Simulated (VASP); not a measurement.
# SnSe2: relaxation of cell and atoms with PBE

System: SnSe2, a slab with vacuum.

```xyz
3
Lattice="3.7928 0.0000 0.0000 -1.8964 3.2847 0.0000 0.0000 0.0000 12.3427" Properties=species:S:1:pos:R:3 pbc="T T T"
Sn    0.0000    0.0000    0.0000
Se    0.0000    2.1898    1.7309
Se    0.0000    2.1898   10.6118
```

The cell was generated, and may not be a known phase.

```yaml
Program: VASP 6.6.1
Task: relaxation of cell and atoms
Functional: PBE
Potentials_or_basis: VASP PAW PBE potentials, release 64 (Sn_d, Se)
Cutoff: 600 eV
k_mesh: 6 × 6 × 2
Occupations: gaussian, width 0.1 eV
Spin: no spin polarisation
Dipole_correction: no
Further_INCAR_settings: ALGO = Normal; EDIFF = 1e-06; IBRION = 2; EDIFFG = -0.04; NSW = 90; ISIF = 3
```

```yaml
Largest_force_after_relaxing: 0.011 eV/Å
Band_gap_on_the_k_mesh: 0.01 eV (least direct gap 0.50 eV)
```

Forces in eV/Å, atoms in the order of the input:
```
Sn   0.000  0.000  0.000
Se   0.000  0.000  0.011
Se   0.000  0.000 -0.011
```

Final structure:
```
Sn Se
1.0
     3.79281    0.00000    0.00000
    -1.89641    3.28467    0.00000
     0.00000    0.00000   12.34273
Sn Se
1 2
Direct
  0.00000 0.00000 0.00000
  0.33333 0.66667 0.14024
  0.33333 0.66667 0.85976
```

Levels at points of the mesh, in eV from the valence-band top:
| k point | band 9 | band 10 | band 11 | band 12 | band 13 | band 14 | band 15 | band 16 | band 17 |
| --- | --- | --- | --- | --- | --- | --- | --- | --- | --- |
| (0.00, 0.00, 0.00) | -1.76 | -0.79 | -0.79 | 0.00 | 0.00 | 0.50 | 3.56 | 4.10 | 4.10 |
| (0.50, 0.00, 0.00) | -4.01 | -3.86 | -2.24 | -0.71 | -0.50 | 0.01 | 2.32 | 3.97 | 4.82 |
| (0.00, 0.00, 0.50) | -1.76 | -0.79 | -0.79 | 0.00 | 0.00 | 0.51 | 3.52 | 4.10 | 4.10 |
| (0.50, 0.00, 0.50) | -4.01 | -3.86 | -2.24 | -0.71 | -0.50 | 0.01 | 2.32 | 3.96 | 4.82 |

Wall time 76 s on 1 thread of Intel(R) Xeon(R) Platinum 8488C (Sapphire Rapids), with other jobs on the host, peak memory 0.28 GiB.

Caveat: the relaxation stopped at its first step, so nothing moved; the smearing spreads over this small gap; there is no dipole correction, which matters where the two faces differ; the relaxation moved the vacuum too, so the length across it says nothing of the material; semilocal functionals underestimate gaps, and a narrow one can read as zero; spin-orbit coupling is left out, which moves the levels of the heavy elements.
